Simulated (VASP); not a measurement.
# SnTe (F-43m) in VASP: further runs, part 3 of 3

VASP 6.6.1. The steps go on from the part before.

## (6) Single point, r2SCAN

This run uses another cell than the first one, of 46.01 Å³/atom.

File POSCAR:

```
SnTe
1.0
    0.0000000000      3.5833394699      3.5833394699
    3.5833394699      0.0000000000      3.5833394699
    3.5833394699      3.5833394699      0.0000000000
Te Sn
1 1
Direct
    0.2500000000      0.2500000000      0.2500000000
    0.0000000000      0.0000000000      0.0000000000
```

File INCAR.step1:

```
PREC     = Accurate       # precision mode
ENCUT    = 520            # plane-wave cutoff, eV
ISMEAR   = -1             # smearing method
SIGMA    = 0.05           # smearing width, eV
LREAL    = False          # projectors in reciprocal space
LASPH    = True           # aspherical terms in the spheres
NELM     = 80             # most SCF steps
NBANDS   = 17             # bands
GGA      = PE             # functional
ALGO     = Normal         # electronic algorithm
EDIFF    = 1E-4           # SCF threshold, eV
LWAVE    = True           # write WAVECAR
LCHARG   = False          # write CHGCAR
```

File INCAR.step2:

```
PREC     = Accurate       # precision mode
ENCUT    = 520            # plane-wave cutoff, eV
EDIFF    = 1E-7           # SCF threshold, eV
ISMEAR   = -1             # smearing method
SIGMA    = 0.05           # smearing width, eV
LREAL    = False          # projectors in reciprocal space
LASPH    = True           # aspherical terms in the spheres
NELM     = 80             # most SCF steps
ALGO     = Normal         # electronic algorithm
ISIF     = 2              # what is computed and relaxed
LWAVE    = False          # write WAVECAR
LCHARG   = False          # write CHGCAR
METAGGA  = R2SCAN         # meta-GGA
LMIXTAU  = True         
NBANDS   = 17             # bands
ISTART   = 1
```

File KPOINTS:

```
Automatic mesh
0
Gamma
  7 7 7
```

Potentials or basis: VASP PAW PBE potentials, release 64 (Te, Sn_d).

On the command line:

```sh
$ cat potpaw_PBE.64/Te/POTCAR potpaw_PBE.64/Sn_d/POTCAR > POTCAR
$ cp INCAR.step1 INCAR
$ mpirun -np 1 vasp_std > vasp.out
$ cp INCAR.step2 INCAR
$ mpirun -np 1 vasp_std > vasp.out
```

OUTCAR:

```text
PREC = Accurate
   ENCUT = 520
   EDIFF = 1E-7
   ISMEAR = -1
   LREAL = False
   LASPH = True
   NELM = 80
   ISIF = 2
   METAGGA = R2SCAN
   ISTART = 1

 ion  position               nearest neighbor table
   1  0.250  0.250  0.250-   2 3.10   2 3.10   2 3.10   2 3.10
   2  0.000  0.000  0.000-   1 3.10   1 3.10   1 3.10   1 3.10

  LATTYP: Found a face centered cubic cell.
 ALAT       =     7.1666789398

  Lattice vectors:
[... 578 lines left out ...]
     16      11.0436      0.00000
     17      12.4365      0.00000

------------------------ aborting loop because EDIFF is reached ----------------------------------------

  FORCE on cell =-STRESS in cart. coord.  units (eV):
  Direction    XX          YY          ZZ          XY          YZ          ZX
  --------------------------------------------------------------------------------------
  -------------------------------------------------------------------------------------
  Total       -0.0022824     -0.0022824     -0.0022824      0.0000000      0.0000000      0.0000000
  in kB       -0.0397385     -0.0397385     -0.0397385      0.0000000      0.0000000      0.0000000
  external PRESSURE =      -0.0397385 kB  Pullay stress =       0.0000000 kB

 VOLUME and BASIS-vectors are now :
 -----------------------------------------------------------------------------
  energy-cutoff  :      520.00
  volume of cell :       92.02
      direct lattice vectors                 reciprocal lattice vectors
     0.000000000  3.583339470  3.583339470    -0.139534645  0.139534645  0.139534645
     3.583339470  0.000000000  3.583339470     0.139534645 -0.139534645  0.139534645
     3.583339470  3.583339470  0.000000000     0.139534645  0.139534645 -0.139534645

 POSITION                                       TOTAL-FORCE (eV/Angst)
 -----------------------------------------------------------------------------------
      1.79167      1.79167      1.79167         0.000000      0.000000      0.000000
      0.00000      0.00000      0.00000        -0.000000     -0.000000     -0.000000
 -----------------------------------------------------------------------------------
    total drift:                                0.000002      0.000002      0.000002

  FREE ENERGIE OF THE ION-ELECTRON SYSTEM (eV)
  ---------------------------------------------------
  free  energy   TOTEN  =       -50.0681109590 eV

  energy  without entropy=      -50.0670506730  energy(sigma->0) =      -50.06758082
```

OSZICAR.step1:

```text
N       E                     dE             d eps       ncg     rms          rms(c)
DAV:   1     0.120822403704E+03    0.12082E+03   -0.92095E+03   689   0.120E+03
DAV:   2     0.532764535658E+01   -0.11549E+03   -0.11251E+03   730   0.296E+02
DAV:   3    -0.681885723867E+01   -0.12147E+02   -0.12053E+02   851   0.913E+01
DAV:   4    -0.718559489205E+01   -0.36674E+00   -0.36656E+00   793   0.168E+01
DAV:   5    -0.720152404532E+01   -0.15929E-01   -0.15929E-01   973   0.337E+00    0.462E+00
DAV:   6    -0.706232225528E+01    0.13920E+00   -0.35029E-01   872   0.274E+00    0.301E+00
DAV:   7    -0.705938697323E+01    0.29353E-02   -0.83712E-02   742   0.109E+00    0.109E+00
DAV:   8    -0.706077792158E+01   -0.13909E-02   -0.10345E-02   781   0.692E-01    0.242E-01
DAV:   9    -0.706144826801E+01   -0.67035E-03   -0.24116E-03   728   0.310E-01    0.690E-02
DAV:  10    -0.706159996404E+01   -0.15170E-03   -0.41703E-04   788   0.109E-01    0.428E-02
DAV:  11    -0.706175016973E+01   -0.15021E-03   -0.26433E-04   692   0.693E-02    0.414E-02
DAV:  12    -0.706175064541E+01   -0.47568E-06   -0.70674E-06   532   0.182E-02
   1 F= -.70617506E+01 E0= -.70608870E+01  d E =-.172721E-02
```

It took 4 min on 1 thread of Intel Xeon 8259CL, shared host; peak memory 0.27 GiB.

What came out:

```
Free energy            : -50.0681 eV
Pressure               : 0.0 GPa
Band gap on the k mesh : 0.34 eV (least direct gap 0.90 eV)
```

Caveat: semilocal functionals underestimate gaps, and a narrow one can read as zero; the PAW data sets were made with another functional, which shifts forces and pressure a little; spin-orbit coupling is left out, which moves the levels of the heavy elements; an odd mesh through Γ misses points on the zone boundary, where band edges can lie.

## (7) Overview

| cell | gap on the mesh (eV) | pressure (GPa) |
| --- | --- | --- |
| a = 4.469 Å, angles 60.0°, 2 atoms | none | 20.0 |
| a = 4.673 Å, angles 60.0°, 2 atoms | none | 10.0 |
| a = 4.826 Å, angles 60.0°, 2 atoms | none | 5.0 |
| a = 4.958 Å, angles 60.0°, 2 atoms | 0.17 | 2.0 |
| a = 5.068 Å, angles 60.0°, 2 atoms | 0.34 | 0.0 |

Alike in all rows: task single point; level r2SCAN; potentials or basis VASP PAW PBE potentials, release 64 (Te, Sn_d); no spin polarisation; k mesh 7 × 7 × 7; cutoff (eV) 520; smearing fermi-dirac 0.05 eV.

Caveats: semilocal functionals underestimate gaps, and a narrow one can read as zero; the PAW data sets were made with another functional, which shifts forces and pressure a little; spin-orbit coupling is left out, which moves the levels of the heavy elements; the cell stands under pressure (at least some runs); an odd mesh through Γ misses points on the zone boundary, where band edges can lie (at least some runs).

Absolute energies hang on the potentials; compare differences alone.
